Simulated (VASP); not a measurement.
# TiO2 (I4_1/amd) in VASP: notebook

Runs on TiO2. Level: PBEsol. Tasks: single point.

Everything below comes from runs of VASP 6.6.1. Logs are shortened: lines on timing, memory, paths and dates and some standing lists are left out, and cuts for length are marked.

### Step 1. The cell of the first run

It takes space group I4_1/amd (No. 141, tetragonal). The conventional cell has a = 3.680 Å, b = 3.680 Å, c = 9.254 Å, α = 90.00°, β = 90.00°, γ = 90.00°. Ti (site symmetry -4m2) has 6 O at 1.88 to 1.93 Å within 2.5 Å. O (site symmetry 2mm) has 3 Ti at 1.88 to 1.93 Å and 2 O at 2.40 Å within 2.5 Å.

### Step 2. Single point, PBEsol

Input file INCAR:

```
SYSTEM = TiO2
  PREC = Accurate
  ENCUT = 520
  EDIFF = 1E-6
  ISMEAR = 0
  SIGMA = 0.01
  LREAL = .False.
  LASPH = .True.
  NELM = 100
  ALGO = Normal
  ISIF = 2
  LWAVE = .False.
  LCHARG = .True.
  GGA = PS
  LELF = .True.
  LVHAR = .True.
  NBANDS = 33
```

Input file KPOINTS:

```
regular mesh
0
Gamma
  8 8 8
  0 0 0
```

Input file POSCAR:

```
TiO2
1.0
   -1.8402353181      1.8402353181      4.6268968230
    1.8402353181     -1.8402353181      4.6268968230
    1.8402353181      1.8402353181     -4.6268968230
Ti O
2 4
Direct
    0.0000000000      0.0000000000      0.0000000000
    0.7500000000      0.2500000000      0.5000000000
    0.2081000000      0.2081000000      0.0000000000
    0.9581000000      0.4581000000      0.5000000000
    0.5419000000      0.0419000000      0.5000000000
    0.7919000000      0.7919000000      0.0000000000
```

Potentials or basis: VASP PAW PBE potentials, release 64 (Ti_sv, O).

Started as:

```console
$ cat potpaw_PBE.64/Ti_sv/POTCAR potpaw_PBE.64/O/POTCAR > POTCAR
$ mpirun -np 1 vasp_std > vasp.out
```

OUTCAR:

```text
SYSTEM = TiO2
   PREC = Accurate
   ENCUT = 520
   EDIFF = 1E-6
   ISMEAR = 0
   LREAL = .False.
   LASPH = .True.
   NELM = 100
   ISIF = 2
   GGA = PS

 ion  position               nearest neighbor table
   1  0.000  0.000  0.000-   5 1.88   4 1.88   5 1.88   4 1.88   3 1.93   6 1.93
   2  0.750  0.250  0.500-   6 1.88   3 1.88   6 1.88   3 1.88   4 1.93   5 1.93
   3  0.208  0.208  0.000-   2 1.88   2 1.88   1 1.93
   4  0.958  0.458  0.500-   1 1.88   1 1.88   2 1.93
   5  0.542  0.042  0.500-   1 1.88   1 1.88   2 1.93
   6  0.792  0.792  0.000-   2 1.88   2 1.88   1 1.93

  LATTYP: Found a body centered tetragonal cell.
 ALAT       =     3.6804706362
 C/A-ratio  =     2.5142962846

  Lattice vectors:

 A1 = (  -1.8402353181,   1.8402353181,   4.6268968230)
 A2 = (   1.8402353181,  -1.8402353181,   4.6268968230)
 A3 = (   1.8402353181,   1.8402353181,  -4.6268968230)

Analysis of symmetry for initial positions (statically):
=====================================================================
 Subroutine PRICEL returns:
 Original cell was already a primitive cell.

 Routine SETGRP: Setting up the symmetry group for a
 body centered tetragonal supercell.

 Subroutine GETGRP returns: Found 16 space group operations
 (whereof  8 operations were pure point group operations)
 out of a pool of 16 trial point group operations.

The static configuration has the point symmetry D_2d.
 The point group associated with its full space group is D_4h.

Analysis of symmetry for dynamics (positions and initial velocities):
=====================================================================
 Subroutine PRICEL returns:
 Original cell was already a primitive cell.

 Routine SETGRP: Setting up the symmetry group for a
 body centered tetragonal supercell.

 Subroutine GETGRP returns: Found 16 space group operations
 (whereof  8 operations were pure point group operations)
 out of a pool of 16 trial point group operations.

The dynamic configuration has the point symmetry D_2d.
 The point group associated with its full space group is D_4h.

 Subroutine INISYM returns: Found 16 space group operations
 (whereof  8 operations are pure point group operations),
 and found     1 'primitive' translations

----------------------------------------------------------------------------------------

                                     Primitive cell

  volume of cell :      62.6753

[... 94 lines left out ...]
   ENCUT  =  520.0 eV  38.22 Ry    6.18 a.u.   9.87  9.87  9.87*2*pi/ulx,y,z
   NELM   =    100;   NELMIN=  2; NELMDL= -5     # of ELM steps
   EDIFF  = 0.1E-05   stopping-criterion for ELM
   LREAL  =      F    real-space projection
   EDIFFG = 0.1E-04   stopping-criterion for IOM
   NSW    =      0    number of steps for IOM
   IBRION =     -1    ionic relax: 0-MD 1-quasi-New 2-CG
   NFREE  =      0    steps in history (QN), initial steepest desc. (CG)
   ISIF   =      2    stress and relaxation
   ISYM   =      2    0-nonsym 1-usesym 2-fastsym
   POTIM  = 0.5000    time-step for ionic-motion
   TEBEG  =    0.0;   TEEND  =   0.0 temperature during run
   PSTRESS=    0.0 pullay stress
   NELECT =      48.0000    total number of electrons
   NUPDOWN=      -1.0000    fix difference up-down
   EMIN   =  10.00;   EMAX   =-10.00  energy-range for DOS
   EFERMI =   0.00;   METHOD = LEGACY
   ISMEAR =     0;   SIGMA  =   0.01  broadening in eV -4-tet -1-fermi 0-gaus
   EFERMI_NEDOS =   21; number of points for ismear=-14 and -15
   IALGO  =     38    algorithm
   IMIX   =      4    mixing-type and parameters
     AMIX     =   0.40;   BMIX     =  1.00
     AMIX_MAG =   1.60;   BMIX_MAG =  1.00
  volume/ion in A,a.u.               =      10.45        70.49
  Fermi-wavevector in a.u.,A,eV,Ry     =   1.497809  2.830448 30.523738  2.243431
  Thomas-Fermi vector in A             =   2.609649
   LORBIT       =      0    0 simple, 1 ext, 2 COOP (PROOUT), +10 PAW based schemes
   GGA     = PS    functional components
   LHFCALC =     F    Hartree Fock is set to
   AEXX    =    0.0000 exact exchange contribution
   IVDW    =     0    specifies the selected vdW correction
   LEPSILON=     F    determine dielectric tensor
   LRPA    =     F    only Hartree local field effects (RPA)
 non-spin polarized calculation
 Gauss-broadening in eV      SIGMA  =   0.01
  energy-cutoff  :      520.00
  volume of cell :       62.68
 maximum number of plane-waves:      1706
   NGX = 19   NGY = 19   NGZ = 19

 number of electron      48.0000006 magnetization

 Free energy of the ion-electron system (eV)
  ---------------------------------------------------
  ext. energy  EPLUGINS =         0.00000000
  ---------------------------------------------------
  free energy    TOTEN  =       -55.87641910 eV

  energy without entropy =      -55.87641910  energy(sigma->0) =      -55.87641910

 E-fermi :   4.1810     XC(G=0): -11.4574

 val. band max:        4.0217269264   @ k =   0.5000   0.5000   0.0000
 cond. band min:       6.2872944823   @ k =   0.0000   0.0000   0.0000
 fundamental gap:      2.2655675558
 Fermi energy:         4.1809827877

 k-point     1 :       0.0000    0.0000    0.0000
  band No.  band energies     occupation
      1     -51.7332      2.00000
      2     -51.6405      2.00000
      3     -28.4721      2.00000
      4     -28.1334      2.00000
      5     -28.1334      2.00000
      6     -28.0316      2.00000
[... 853 lines left out ...]
     32      11.5335      0.00000
     33      12.1549      0.00000

 [... further k-points ...]
[... 5 lines left out ...]
  --------------------------------------------------------------------------------------
  -------------------------------------------------------------------------------------
  Total        8.0783266      8.0783266      9.0118770      0.0000000     -0.0000000      0.0000000
  in kB      206.5073235    206.5073235    230.3717968      0.0000000     -0.0000000      0.0000000
  external PRESSURE =     214.4621479 kB  Pullay stress =       0.0000000 kB

 VOLUME and BASIS-vectors are now :
 -----------------------------------------------------------------------------
  energy-cutoff  :      520.00
  volume of cell :       62.68
      direct lattice vectors                 reciprocal lattice vectors
    -1.840235318  1.840235318  4.626896823     0.000000000  0.271704382  0.108063789
     1.840235318 -1.840235318  4.626896823     0.271704382  0.000000000  0.108063789
     1.840235318  1.840235318 -4.626896823     0.271704382  0.271704382  0.000000000

 POSITION                                       TOTAL-FORCE (eV/Angst)
 -----------------------------------------------------------------------------------
      0.00000      0.00000      0.00000        -0.000000     -0.000000      0.000000
     -0.00000      1.84024      2.31345        -0.000000     -0.000000      0.000000
      0.00000      0.00000      1.92571         0.000000      0.000000      0.569082
      0.00000      1.84024      4.23916         0.000000      0.000000      0.569082
      0.00000      1.84024      0.38773         0.000000      0.000000     -0.569082
      0.00000      0.00000      7.32808        -0.000000     -0.000000     -0.569082
 -----------------------------------------------------------------------------------
    total drift:                                0.000000      0.000000     -0.000000

  FREE ENERGIE OF THE ION-ELECTRON SYSTEM (eV)
  ---------------------------------------------------
  free  energy   TOTEN  =       -55.8764190971 eV

  energy  without entropy=      -55.8764190971  energy(sigma->0) =      -55.87641910
```

OSZICAR:

```text
N       E                     dE             d eps       ncg     rms          rms(c)
DAV:   1     0.668186020151E+03    0.66819E+03   -0.24163E+04  3894   0.172E+03
DAV:   2     0.293285043731E+02   -0.63886E+03   -0.59223E+03  4294   0.516E+02
DAV:   3    -0.662330873597E+02   -0.95562E+02   -0.93800E+02  5308   0.193E+02
DAV:   4    -0.712468584498E+02   -0.50138E+01   -0.50026E+01  5813   0.420E+01
DAV:   5    -0.714159518912E+02   -0.16909E+00   -0.16908E+00  4905   0.633E+00    0.360E+01
DAV:   6    -0.556842226277E+02    0.15732E+02   -0.67753E+01  5462   0.904E+01    0.105E+01
DAV:   7    -0.559812916117E+02   -0.29707E+00   -0.12230E+01  5185   0.284E+01    0.110E+01
DAV:   8    -0.558454620381E+02    0.13583E+00   -0.78176E-01  5312   0.967E+00    0.390E+00
DAV:   9    -0.558881293098E+02   -0.42667E-01   -0.29416E-01  5675   0.370E+00    0.149E+00
DAV:  10    -0.558771113827E+02    0.11018E-01   -0.73268E-02  5131   0.281E+00    0.480E-01
DAV:  11    -0.558764939747E+02    0.61741E-03   -0.35984E-03  6097   0.574E-01    0.927E-02
DAV:  12    -0.558764273882E+02    0.66586E-04   -0.10601E-03  5066   0.382E-01    0.496E-02
DAV:  13    -0.558764197187E+02    0.76695E-05   -0.73793E-05  6009   0.815E-02    0.255E-02
DAV:  14    -0.558764200019E+02   -0.28317E-06   -0.21188E-05  4675   0.315E-02    0.767E-03
DAV:  15    -0.558764189485E+02    0.10533E-05   -0.52273E-06  4221   0.142E-02    0.163E-03
DAV:  16    -0.558764190971E+02   -0.14851E-06   -0.47754E-07  2519   0.702E-03
   1 F= -.55876419E+02 E0= -.55876419E+02  d E =-.313270-114
```

Run time: 2.5 min. Hardware: 1 thread of Intel Xeon Platinum 8488C (Sapphire Rapids), shared host; peak memory 0.28 GiB.

What came out:

```yaml
Free_energy: -55.8764 eV
Pressure: 21.4 GPa
Largest_force: 0.569 eV/Å
Band_gap_on_the_k_mesh: 2.27 eV (least direct gap 2.56 eV)
```

Forces in eV/Å, atoms in the order of the input:
```
Ti   0.000  0.000  0.000
Ti   0.000  0.000  0.000
O    0.000  0.000  0.569
O    0.000  0.000  0.569
O    0.000  0.000 -0.569
O    0.000  0.000 -0.569
```

Caveat: the cell stands under pressure; the PAW data sets were made with another functional, which shifts forces and pressure a little. As with any semilocal functional, this PBEsol gap is likely too small.

### Step 3. Single point, PBEsol

This run uses another cell than the first one, of 10.75 Å³/atom.

Input file INCAR:

```
SYSTEM = TiO2
PREC     = Accurate       ! precision mode
ENCUT    = 520            ! plane-wave cutoff, eV
EDIFF    = 1E-6           ! SCF threshold, eV
ISMEAR   = 0              ! smearing method
SIGMA    = 0.01           ! smearing width, eV
LREAL    = .FALSE.        ! projectors in reciprocal space
LASPH    = .TRUE.         ! aspherical terms in the spheres
NELM     = 100            ! most SCF steps
ALGO     = Normal         ! electronic algorithm
ISIF     = 2              ! what is computed and relaxed
LWAVE    = .FALSE.        ! write WAVECAR
LCHARG   = .FALSE.        ! write CHGCAR
GGA      = PS             ! functional
NBANDS   = 33             ! bands
```

Input file KPOINTS:

```
regular mesh
0
G
  8 8 8
  0 0 0
```

Changes to POSCAR since step 2:

```diff
@@ -2,5 +2,5 @@
 1.0
-   -1.8402353181      1.8402353181      4.6268968230
-    1.8402353181     -1.8402353181      4.6268968230
-    1.8402353181      1.8402353181     -4.6268968230
+   -1.8578462955      1.8578462955      4.6711760380
+    1.8578462955     -1.8578462955      4.6711760380
+    1.8578462955      1.8578462955     -4.6711760380
 Ti O
```

Potentials or basis: VASP PAW PBE potentials, release 64 (Ti_sv, O).

Started as:

```console
$ cat potpaw_PBE.64/Ti_sv/POTCAR potpaw_PBE.64/O/POTCAR > POTCAR
$ mpirun -np 1 vasp_std > vasp.out
```

Run time: 2.3 min. Hardware: 1 thread of Intel Xeon Platinum 8488C (Sapphire Rapids), shared host; peak memory 0.29 GiB.

The run converged. Its results:

```yaml
Free_energy: -56.0742 eV
Pressure: 13.1 GPa
Largest_force: 0.365 eV/Å
Band_gap_on_the_k_mesh: 2.21 eV (least direct gap 2.51 eV)
```

Forces in eV/Å, atoms in the order of the input:
```
Ti   0.000  0.000  0.000
Ti   0.000  0.000  0.000
O    0.000  0.000  0.365
O    0.000  0.000  0.365
O    0.000  0.000 -0.365
O    0.000  0.000 -0.365
```

Stress tensor (GPa, compression positive):
```
12.52  0.00  0.00
 0.00 12.52  0.00
 0.00  0.00 14.38
```

Levels at points of the mesh, in eV from the valence-band top:
```tsv
k point	band 20	band 21	band 22	band 23	band 24	band 25	band 26	band 27	band 28	band 29
(0.00, 0.00, 0.00)	-0.73	-0.67	-0.67	-0.49	-0.49	2.21	3.06	4.33	4.33	4.34
(0.50, 0.00, 0.00)	-2.10	-2.05	-1.02	-0.72	-0.60	3.48	3.84	3.86	3.98	4.65
(0.50, 0.50, 0.00)	-2.77	-2.16	-2.16	0.00	0.00	3.62	3.62	4.15	4.15	5.32
(0.50, 0.50, 0.50)	-1.35	-1.24	-1.24	-0.05	-0.05	2.62	2.62	4.09	4.09	4.59
```

Caveat: the cell stands under pressure; the PAW data sets were made with another functional, which shifts forces and pressure a little. A k mesh can miss the band edges.

(Continued in part 2 of 2.)
